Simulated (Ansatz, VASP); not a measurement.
# Two plane-wave programs on AlRu

```
Al Ru
1.0
     3.00389    0.00000    0.00000
     0.00000    3.00389    0.00000
     0.00000    0.00000    6.00778
Al Ru
2 2
Direct
  0.00000 0.00000 0.99501
  0.00000 0.00000 0.50499
  0.48382 0.50000 0.25000
  0.51618 0.50000 0.75000
```

Change from the starting cell: mode 4 frozen in at -0.049 Å and mode 12 at -0.030 Å (largest displacements).

Alike in both runs: task single point; functional PBE; k mesh 14 × 14 × 8; occupations gaussian, width 0.15 eV; no spin polarisation.

|  | VASP | Ansatz |
| --- | --- | --- |
| version | VASP 6.6.1 | Ansatz 0.2.0 |
| potentials or method | VASP PAW PBE potentials, release 64 (Al, Ru_pv), cutoff 520 eV | scalar-relativistic, plane waves, PAW |
| valence electrons in the cell | 34 | 38 |

|  | VASP | Ansatz | Ansatz less VASP |
| --- | --- | --- | --- |
| gap on the k mesh at the Fermi level (eV) | none | none | - |
| pressure (GPa) | 0.3 | 0.3 | 0.00 |
| traceless stress, the component that is largest in VASP (GPa) | 0.08 | 0.08 | -0.001 |
| rms of the force components (eV/Å) | 0.224 | 0.223 | -0.0011 |

Atom by atom the forces differ by 0.001 eV/Å (rms over components). A gap of «none» marks a metal or a gap that the smearing closes. With one functional, cell and mesh, what is left measures potentials, basis and numerics. VASP's potentials hold 34 valence electrons a cell and Ansatz's 38, so a difference there can come from the potentials and not from the codes.
